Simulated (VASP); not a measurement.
# Cd (P6_3/mmc) in VASP: a series of runs

The runs below take Cd through single point, relaxation of cell and atoms, with PBEsol.

Program: VASP 6.6.1. These are calculated values, not measurements. Logs are shortened: lines on timing, memory, paths and dates and some standing lists are left out, and cuts for length are marked.

### 1 The cell of the first run

The structure is hexagonal, space group P6_3/mmc (No. 194). The conventional cell has a = 2.941 Å, b = 2.941 Å, c = 5.655 Å, α = 90.00°, β = 90.00°, γ = 120.00°. Within 3.9 Å of Cd (site symmetry -6m2) lie 12 Cd at 2.94 to 3.30 Å.

### 2 Single point, PBEsol

The input, INCAR:

```
SYSTEM = Cd
ALGO = Normal
EDIFF = 1E-6
ENCUT = 520
GGA = PS
ISIF = 2
ISMEAR = 0
LASPH = .TRUE.
LCHARG = .FALSE.
LREAL = .FALSE.
LWAVE = .FALSE.
NBANDS = 19
NELM = 100
PREC = Accurate
SIGMA = 0.1
```

The input, KPOINTS:

```
k-points
0
G
  7 7 3
  0 0 0
```

The input, POSCAR:

```
Cd
1.0
    2.9414526057      0.0000000000      0.0000000000
   -1.4707263029      2.5473726806      0.0000000000
    0.0000000000      0.0000000000      5.6551365103
Cd
2
Direct
    0.3333333333      0.6666666667      0.2500000000
    0.6666666667      0.3333333333      0.7500000000
```

Potentials or basis: VASP PAW PBE potentials, release 64 (Cd).

On the command line:

```console
cat potpaw_PBE.64/Cd/POTCAR > POTCAR
mpirun -np 1 vasp_std > vasp.out
```

OUTCAR:

```text
SYSTEM = Cd
   EDIFF = 1E-6
   ENCUT = 520
   GGA = PS
   ISIF = 2
   ISMEAR = 0
   LASPH = .TRUE.
   LREAL = .FALSE.
   NELM = 100
   PREC = Accurate

 ion  position               nearest neighbor table
   1  0.333  0.667  0.250-   2 3.30   2 3.30   2 3.30   2 3.30   2 3.30   2 3.30
   2  0.667  0.333  0.750-   1 3.30   1 3.30   1 3.30   1 3.30   1 3.30   1 3.30

  LATTYP: Found a hexagonal cell.
 ALAT       =     2.9414526057
 C/A-ratio  =     1.9225659116

  Lattice vectors:

 A1 = (   2.9414526057,   0.0000000000,   0.0000000000)
 A2 = (  -1.4707263029,   2.5473726806,   0.0000000000)
 A3 = (   0.0000000000,   0.0000000000,   5.6551365103)

Analysis of symmetry for initial positions (statically):
=====================================================================
 Subroutine PRICEL returns:
 Original cell was already a primitive cell.

 Routine SETGRP: Setting up the symmetry group for a
 hexagonal supercell.

 Subroutine GETGRP returns: Found 24 space group operations
 (whereof 12 operations were pure point group operations)
 out of a pool of 24 trial point group operations.

The static configuration has the point symmetry D_3d.
 The point group associated with its full space group is D_6h.

Analysis of symmetry for dynamics (positions and initial velocities):
=====================================================================
 Subroutine PRICEL returns:
 Original cell was already a primitive cell.

 Routine SETGRP: Setting up the symmetry group for a
 hexagonal supercell.

 Subroutine GETGRP returns: Found 24 space group operations
 (whereof 12 operations were pure point group operations)
 out of a pool of 24 trial point group operations.

The dynamic configuration has the point symmetry D_3d.
 The point group associated with its full space group is D_6h.

 Subroutine INISYM returns: Found 24 space group operations
 (whereof 12 operations are pure point group operations),
 and found     1 'primitive' translations

----------------------------------------------------------------------------------------

                                     Primitive cell

  volume of cell :      42.3738

  direct lattice vectors                    reciprocal lattice vectors
     2.941452606  0.000000000  0.000000000     0.339968082  0.196280664  0.000000000
    -1.470726303  2.547372681  0.000000000     0.000000000  0.392561327  0.000000000
     0.000000000  0.000000000  5.655136510     0.000000000  0.000000000  0.176830391

  length of vectors
     2.941452606  2.941452606  5.655136510     0.392561327  0.392561327  0.176830391

  position of ions in fractional coordinates (direct lattice)
     0.333333333  0.666666667  0.250000000
     0.666666667  0.333333333  0.750000000

  ion indices of the primitive-cell ions
   primitive index   ion index
                 1           1
                 2           2

----------------------------------------------------------------------------------------

 KPOINTS: k-points

Automatic generation of k-mesh.
 Grid dimensions read from file:
 generate k-points for:    7    7    3

 Generating k-lattice:

  Cartesian coordinates                     Fractional coordinates (reciprocal lattice)
     0.048566869  0.028040095  0.000000000     0.142857143 -0.000000000  0.000000000
     0.000000000  0.056080190  0.000000000     0.000000000  0.142857143  0.000000000
     0.000000000  0.000000000  0.058943464     0.000000000  0.000000000  0.333333333

  Length of vectors
     0.056080190  0.056080190  0.058943464

  Shift w.r.t. Gamma in fractional coordinates (k-lattice)
     0.000000000  0.000000000  0.000000000

 Subroutine IBZKPT returns following result:
 ===========================================

 Found     16 irreducible k-points:

 Following reciprocal coordinates:
            Coordinates               Weight
  0.000000  0.000000  0.000000      1.000000
  0.142857 -0.000000  0.000000      6.000000
  0.285714  0.000000  0.000000      6.000000
  0.428571 -0.000000  0.000000      6.000000
  0.142857  0.142857  0.000000      6.000000
  0.285714  0.142857  0.000000     12.000000
[... 8 lines left out ...]
  0.428571  0.142857  0.333333     12.000000
  0.285714  0.285714  0.333333     12.000000
   k-points           NKPTS =     16   k-points in BZ     NKDIM =     16   number of bands    NBANDS=     19
   number of dos      NEDOS =    301   number of ions     NIONS =      2
   total plane-waves  NPLWV =  24192
   dimension x,y,z NGX =    24 NGY =   24 NGZ =   42
   dimension x,y,z NGXF=    48 NGYF=   48 NGZF=   84
   ions per type =               2
   NGX,Y,Z   is equivalent  to a cutoff of  13.56, 13.56, 12.35 a.u.
   NGXF,Y,Z  is equivalent  to a cutoff of  27.13, 27.13, 24.69 a.u.
 SYSTEM =  Cd
   PREC   = accura    normal or accurate (medium, high low for compatibility)
   ISTART =      0    job   : 0-new  1-cont  2-samecut
   ICHARG =      2    charge: 1-file 2-atom 10-const
   ISPIN  =      1    spin polarized calculation?
   LNONCOLLINEAR =      F non collinear calculations
   LSORBIT =      F    spin-orbit coupling
   LASPH  =      T    aspherical Exc in radial PAW
   ENCUT  =  520.0 eV  38.22 Ry    6.18 a.u.   5.47  5.47 10.51*2*pi/ulx,y,z
   NELM   =    100;   NELMIN=  2; NELMDL= -5     # of ELM steps
   EDIFF  = 0.1E-05   stopping-criterion for ELM
   LREAL  =      F    real-space projection
   EDIFFG = 0.1E-04   stopping-criterion for IOM
   NSW    =      0    number of steps for IOM
   IBRION =     -1    ionic relax: 0-MD 1-quasi-New 2-CG
   NFREE  =      0    steps in history (QN), initial steepest desc. (CG)
   ISIF   =      2    stress and relaxation
   ISYM   =      2    0-nonsym 1-usesym 2-fastsym
   POTIM  = 0.5000    time-step for ionic-motion
   TEBEG  =    0.0;   TEEND  =   0.0 temperature during run
   PSTRESS=    0.0 pullay stress
   NELECT =      24.0000    total number of electrons
   NUPDOWN=      -1.0000    fix difference up-down
   EMIN   =  10.00;   EMAX   =-10.00  energy-range for DOS
   EFERMI =   0.00;   METHOD = LEGACY
   ISMEAR =     0;   SIGMA  =   0.10  broadening in eV -4-tet -1-fermi 0-gaus
   EFERMI_NEDOS =   21; number of points for ismear=-14 and -15
   IALGO  =     38    algorithm
   IMIX   =      4    mixing-type and parameters
     AMIX     =   0.40;   BMIX     =  1.00
     AMIX_MAG =   1.60;   BMIX_MAG =  1.00
  volume/ion in A,a.u.               =      21.19       142.98
  Fermi-wavevector in a.u.,A,eV,Ry     =   1.354501  2.559636 24.962253  1.834674
  Thomas-Fermi vector in A             =   2.481668
   LORBIT       =      0    0 simple, 1 ext, 2 COOP (PROOUT), +10 PAW based schemes
   GGA     = PS    functional components
   LHFCALC =     F    Hartree Fock is set to
   AEXX    =    0.0000 exact exchange contribution
   IVDW    =     0    specifies the selected vdW correction
   LEPSILON=     F    determine dielectric tensor
   LRPA    =     F    only Hartree local field effects (RPA)
 non-spin polarized calculation
 Gauss-broadening in eV      SIGMA  =   0.10
  energy-cutoff  :      520.00
  volume of cell :       42.37
 maximum number of plane-waves:      1161
 NGX is ok and might be reduce to    24
   NGX = 11   NGY = 11   NGZ = 21

 number of electron      23.9999997 magnetization

 Free energy of the ion-electron system (eV)
  ---------------------------------------------------
  ext. energy  EPLUGINS =         0.00000000
  ---------------------------------------------------
  free energy    TOTEN  =        -2.45688968 eV

  energy without entropy =       -2.45539985  energy(sigma->0) =       -2.45614477

 E-fermi :   2.7597     XC(G=0): -11.3044

 val. band max:        2.6902681262   @ k =   0.4286  -0.0000   0.0000
 cond. band min:       3.0696481853   @ k =   0.2857   0.2857   0.3333
 fundamental gap:      0.3793800591
 Fermi energy:         2.7597102690

 k-point     1 :       0.0000    0.0000    0.0000
  band No.  band energies     occupation
      1      -7.0326      2.00000
      2      -6.7858      2.00000
      3      -6.3346      2.00000
      4      -6.3346      2.00000
      5      -6.2857      2.00000
      6      -6.2857      2.00000
[... 11 lines left out ...]
     18      18.3163      0.00000
     19      18.8922      0.00000

 k-point     2 :       0.1429   -0.0000    0.0000
  band No.  band energies     occupation
      1      -6.8450      2.00000
      2      -6.6100      2.00000
      3      -6.4177      2.00000
      4      -6.3169      2.00000
      5      -6.1381      2.00000
      6      -6.0954      2.00000
[... 11 lines left out ...]
     18      17.3066      0.00000
     19      17.9962      0.00000

 k-point     3 :       0.2857    0.0000    0.0000
  band No.  band energies     occupation
      1      -6.9327      2.00000
      2      -6.7339      2.00000
      3      -6.4046      2.00000
      4      -6.2251      2.00000
      5      -6.0555      2.00000
      6      -5.9715      2.00000
[... 11 lines left out ...]
     18      16.0883      0.00000
     19      16.4285      0.00000

 k-point     4 :       0.4286   -0.0000    0.0000
  band No.  band energies     occupation
      1      -7.1412      2.00000
      2      -6.9520      2.00000
      3      -6.7277      2.00000
      4      -6.2596      2.00000
      5      -6.0229      2.00000
      6      -5.9834      2.00000
[... 11 lines left out ...]
     18      16.0933      0.00000
     19      16.2101      0.00000

 k-point     5 :       0.1429    0.1429    0.0000
  band No.  band energies     occupation
      1      -6.6202      2.00000
      2      -6.5909      2.00000
      3      -6.4016      2.00000
      4      -6.3171      2.00000
      5      -6.2218      2.00000
      6      -6.0811      2.00000
[... 11 lines left out ...]
     18      15.5235      0.00000
     19      15.8901      0.00000
[... 158 lines left out ...]
      2      -6.5431      2.00000
      3      -6.4625      2.00000
      4      -6.4411      2.00000
      5      -6.1787      2.00000
      6      -6.1663      2.00000
[... 11 lines left out ...]
     18      13.1794      0.00000
     19      19.0801      0.00000

 k-point    14 :       0.2857    0.1429    0.3333
  band No.  band energies     occupation
      1      -6.7922      2.00000
      2      -6.7140      2.00000
      3      -6.5769      2.00000
      4      -6.4714      2.00000
      5      -6.0583      2.00000
      6      -5.9043      2.00000
[... 11 lines left out ...]
     18      11.9425      0.00000
     19      15.4679      0.00000

 k-point    15 :       0.4286    0.1429    0.3333
  band No.  band energies     occupation
      1      -6.8917      2.00000
      2      -6.8259      2.00000
      3      -6.6778      2.00000
      4      -6.5298      2.00000
      5      -6.0777      2.00000
      6      -5.8020      2.00000
[... 11 lines left out ...]
     18      11.1251      0.00000
     19      15.8864      0.00000

 k-point    16 :       0.2857    0.2857    0.3333
  band No.  band energies     occupation
      1      -6.5927      2.00000
      2      -6.4880      2.00000
      3      -6.4320      2.00000
      4      -6.3161      2.00000
      5      -6.3005      2.00000
      6      -6.0059      2.00000
[... 11 lines left out ...]
     18      12.4882      0.00000
     19      13.8865      0.00000

------------------------ aborting loop because EDIFF is reached ----------------------------------------

  FORCE on cell =-STRESS in cart. coord.  units (eV):
  Direction    XX          YY          ZZ          XY          YZ          ZX
  --------------------------------------------------------------------------------------
  -------------------------------------------------------------------------------------
  Total        0.0570144      0.0570144      0.0086327     -0.0000000      0.0000000      0.0000000
  in kB        2.1557450      2.1557450      0.3264056     -0.0000000      0.0000000      0.0000000
  external PRESSURE =       1.5459652 kB  Pullay stress =       0.0000000 kB

 VOLUME and BASIS-vectors are now :
 -----------------------------------------------------------------------------
  energy-cutoff  :      520.00
  volume of cell :       42.37
      direct lattice vectors                 reciprocal lattice vectors
     2.941452606  0.000000000  0.000000000     0.339968082  0.196280664  0.000000000
    -1.470726303  2.547372681  0.000000000     0.000000000  0.392561327  0.000000000
     0.000000000  0.000000000  5.655136510     0.000000000  0.000000000  0.176830391

 POSITION                                       TOTAL-FORCE (eV/Angst)
 -----------------------------------------------------------------------------------
     -0.00000      1.69825      1.41378         0.000000     -0.000000      0.000000
      1.47073      0.84912      4.24135        -0.000000      0.000000      0.000000
 -----------------------------------------------------------------------------------
    total drift:                                0.000000     -0.000000      0.000000

  FREE ENERGIE OF THE ION-ELECTRON SYSTEM (eV)
  ---------------------------------------------------
  free  energy   TOTEN  =        -2.4568896832 eV

  energy  without entropy=       -2.4553998524  energy(sigma->0) =       -2.45614477
```

It took 13 s on 1 thread of Intel Xeon Platinum 8259CL at 2.50GHz (Skylake/Cascade Lake), shared host; peak memory 0.16 GiB.

What came out:

| Item | Value |
| --- | --- |
| Free energy | -2.4569 eV |
| Pressure | 0.2 GPa |
| Band gap on the k mesh | zero (band 12 reaches 4.36 eV, above the bottom of band 13 at -0.30 eV) |

Stress tensor (GPa, compression positive):
```
0.22 0.00 0.00
0.00 0.22 0.00
0.00 0.00 0.03
```

Caveat: the k points lie up to 0.37 Å⁻¹ apart; the PAW data sets were made with another functional, which shifts forces and pressure a little.

[end of part 1 of 2]
